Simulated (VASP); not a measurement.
Wanted: the native input for a VASP 6.6.1 run.

| Property | Result |
| --- | --- |
| Task | single point |
| Functional | r2SCAN |
| Potentials or basis | VASP PAW PBE potentials, release 64 (Hg, Se) |
| Cutoff | 550 eV |
| k mesh | 6 × 6 × 6 |
| Occupations | methfessel-paxton, width 0.5 eV |
| Spin | no spin polarisation |
| Dipole correction | no |
| Further INCAR settings | ALGO = Normal; EDIFF = 1e-06; NBANDS = 16 |

Crystal: HgSe.

```
CELL_PARAMETERS angstrom
0.00000 3.09267 3.09267
3.09267 0.00000 3.09267
3.09267 3.09267 0.00000
ATOMIC_POSITIONS crystal
Hg 0.00000 0.00000 0.00000
Se 0.25000 0.25000 0.25000
```

These files were run (other wordings do the same):

POSCAR

```
HgSe
1.0
    0.0000000000      3.0926746572      3.0926746572
    3.0926746572      0.0000000000      3.0926746572
    3.0926746572      3.0926746572      0.0000000000
Hg Se
1 1
Direct
    0.0000000000      0.0000000000      0.0000000000
    0.2500000000      0.2500000000      0.2500000000
```

INCAR.step1

```
SYSTEM = HgSe
ALGO = Normal
EDIFF = 1E-5
ENCUT = 550
GGA = PE
GGA_COMPAT = .FALSE.
ISMEAR = 1
LASPH = .TRUE.
LCHARG = .FALSE.
LREAL = .FALSE.
LWAVE = .TRUE.
NBANDS = 16
NELM = 120
PREC = Accurate
SIGMA = 0.5
```

INCAR.step2

```
SYSTEM = HgSe
ALGO = Normal
EDIFF = 1E-6
ENCUT = 550
GGA_COMPAT = .FALSE.
ISIF = 2
ISMEAR = 1
ISTART = 1
LASPH = .TRUE.
LCHARG = .FALSE.
LMIXTAU = .TRUE.
LREAL = .FALSE.
LWAVE = .FALSE.
METAGGA = R2SCAN
NBANDS = 16
NELM = 120
PREC = Accurate
SIGMA = 0.5
```

KPOINTS

```
k-points
0
G
  6 6 6
  0 0 0
```

Potentials or basis: VASP PAW PBE potentials, release 64 (Hg, Se).

The run is started by

```console
$ cat potpaw_PBE.64/Hg/POTCAR potpaw_PBE.64/Se/POTCAR > POTCAR
$ cp INCAR.step1 INCAR
$ mpirun -np 1 vasp_std > vasp.out
$ cp INCAR.step2 INCAR
$ mpirun -np 1 vasp_std > vasp.out
```

It gave:

* Pressure: 0.2 GPa
* Band gap on the k mesh: zero (filled and empty bands touch)

Caveat: so wide a smearing shifts energies and pressures; semilocal functionals underestimate gaps, so a narrow gap can read as zero; the PAW data sets were made with another functional, which shifts forces and pressure a little; spin-orbit coupling is left out, which moves the levels of the heavy elements.

It took 2.7 min on 1 thread of Intel Xeon 8259CL, on a shared host, peak memory 0.22 GiB.
